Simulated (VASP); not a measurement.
Set up this calculation in VASP 6.6.1, as the native input.

- Task: single point
- Functional: r2SCAN
- Potentials or basis: VASP PAW PBE potentials, release 64 (Ti_sv)
- Cutoff: 520 eV
- k mesh: 5 × 5 × 7
- Occupations: fermi-dirac, width 0.1 eV
- Spin: no spin polarisation
- Dipole correction: no
- Further INCAR settings: ALGO = Normal; EDIFF = 1e-06; NBANDS = 25

The system is Ti.

```
Ti
1.0
     4.56857    0.00000    0.00000
    -2.28428    3.95649    0.00000
     0.00000    0.00000    2.82822
Ti
3
Direct
  0.00000 0.00000 0.00000
  0.33333 0.66667 0.50000
  0.66667 0.33333 0.50000
```

The input as run:

POSCAR

```
Ti
1.0
    4.5685663962      0.0000000000      0.0000000000
   -2.2842831981      3.9564945580      0.0000000000
    0.0000000000      0.0000000000      2.8282157034
Ti
3
Direct
    0.0000000000      0.0000000000      0.0000000000
    0.3333333333      0.6666666667      0.5000000000
    0.6666666667      0.3333333333      0.5000000000
```

INCAR.step1

```
SYSTEM = Ti
ALGO = Normal
EDIFF = 1E-4
ENCUT = 520
GGA = PE
ISMEAR = -1
LASPH = .TRUE.
LCHARG = .FALSE.
LREAL = .FALSE.
LWAVE = .TRUE.
NBANDS = 25
NELM = 60
PREC = Accurate
SIGMA = 0.1
```

INCAR.step2

```
SYSTEM = Ti
ALGO = Normal
EDIFF = 1E-6
ENCUT = 520
ISIF = 2
ISMEAR = -1
ISTART = 1
LASPH = .TRUE.
LCHARG = .FALSE.
LMIXTAU = .TRUE.
LREAL = .FALSE.
LWAVE = .FALSE.
METAGGA = R2SCAN
NBANDS = 25
NELM = 60
PREC = Accurate
SIGMA = 0.1
```

KPOINTS

```
k-points
0
G
  5 5 7
  0 0 0
```

Potentials or basis: VASP PAW PBE potentials, release 64 (Ti_sv).

Command:

```console
$ cat potpaw_PBE.64/Ti_sv/POTCAR > POTCAR
$ cp INCAR.step1 INCAR
$ mpirun -np 1 vasp_std > vasp.out
$ cp INCAR.step2 INCAR
$ mpirun -np 1 vasp_std > vasp.out
```

Results of the run:

* Pressure: 0.4 GPa
* Band gap on the k mesh: zero (band 18 reaches 8.48 eV, above the bottom of band 19 at 8.44 eV)

Caveat: the PAW data sets were made with another functional, which shifts forces and pressure a little.

Run time: 48 s on 1 thread of Intel(R) Xeon(R) 6975P-C (Granite Rapids), with other jobs on the host, peak memory 0.18 GiB.
